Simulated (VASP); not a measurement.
**ScSiC3: relaxation of cell and atoms with PBE**

The system is ScSiC3.

```
Sc Si C
1.0
     4.42934    0.00000    0.00000
    -2.21467    3.83592    0.00000
     0.00000    0.00000    4.15555
Sc Si C
1 1 3
Direct
  0.00000 0.00000 0.50000
  0.00000 0.00000 0.00000
  0.50000 0.00000 0.00000
  0.00000 0.50000 0.00000
  0.50000 0.50000 0.00000
```

```json
{
 "Program": "VASP 6.6.1",
 "Task": "relaxation of cell and atoms",
 "Functional": "PBE",
 "Potentials or basis": "VASP PAW PBE potentials, release 64 (Sc_sv, Si, C)",
 "Cutoff": "600 eV",
 "k mesh": "6 × 6 × 4",
 "Occupations": "gaussian, width 0.1 eV",
 "Spin": "no spin polarisation",
 "Dipole correction": "no",
 "Further INCAR settings": "ALGO = Normal; EDIFF = 1e-06; IBRION = 2; EDIFFG = -0.04; NSW = 90; ISIF = 3"
}
```

```json
{
  "Relaxed volume": "13.74 Å³/atom",
  "Relaxed cell": "a = 3.988 Å, b = 3.988 Å, c = 4.989 Å, α = 90.00°, β = 90.00°, γ = 120.00°",
  "Space group after relaxing (to 0.05 Å)": "P6/mmm (No. 191)",
  "Energy gained by relaxing": "614.3 meV/atom",
  "Ionic steps": "5",
  "Pressure after relaxing": "0.0 GPa"
}
```

Stress tensor (GPa, compression positive):
```
 0.05  0.00  0.00
 0.00  0.05  0.00
 0.00  0.00 -0.21
```

Step by step:
| step | energy change (eV) | largest force (eV/Å) | pressure (GPa) | volume (Å³) |
| --- | --- | --- | --- | --- |
| 1 | 0.0000 | 0.0000 | 0.40 | 70.61 |
| 2 | -3.0142 | 0.0000 | 1.12 | 68.25 |
| 3 | -3.0712 | 0.0000 | -0.38 | 68.97 |
| 4 | -3.0712 | 0.0000 | -0.21 | 68.90 |
| 5 | -3.0716 | 0.0000 | -0.03 | 68.72 |

Final structure:
```xyz
5
Lattice="3.9881 0.0000 0.0000 -1.9941 3.4538 0.0000 0.0000 0.0000 4.9892" Properties=species:S:1:pos:R:3 pbc="T T T"
Sc   -1.9941    3.4538    2.4946
Si    1.9941    3.4538    4.9892
C     1.9941    0.0000    4.9892
C     2.9911    1.7269    4.9892
C     0.9970    1.7269    4.9892
```

Levels at points of the mesh, in eV from the Fermi level:
| k point | band 11 | band 12 | band 13 | band 14 | band 15 | band 16 |
| --- | --- | --- | --- | --- | --- | --- |
| (0.00, 0.00, 0.00) | -6.19 | -3.12 | -1.70 | 1.21 | 1.21 | 1.25 |
| (0.50, 0.00, 0.00) | -1.23 | -0.50 | -0.24 | -0.08 | 0.01 | 1.15 |
| (0.00, 0.00, 0.50) | -6.90 | -1.80 | -0.94 | 0.12 | 0.12 | 1.92 |
| (0.50, 0.00, 0.50) | -1.19 | -0.73 | -0.14 | 0.20 | 0.68 | 1.24 |

Wall time 58 s on 1 thread of AMD EPYC 9R45 96-Core Processor (Zen 5), with other jobs on the host, peak memory 0.2 GiB.

Caveat: the k points lie up to 0.31 Å⁻¹ apart in the final cell.
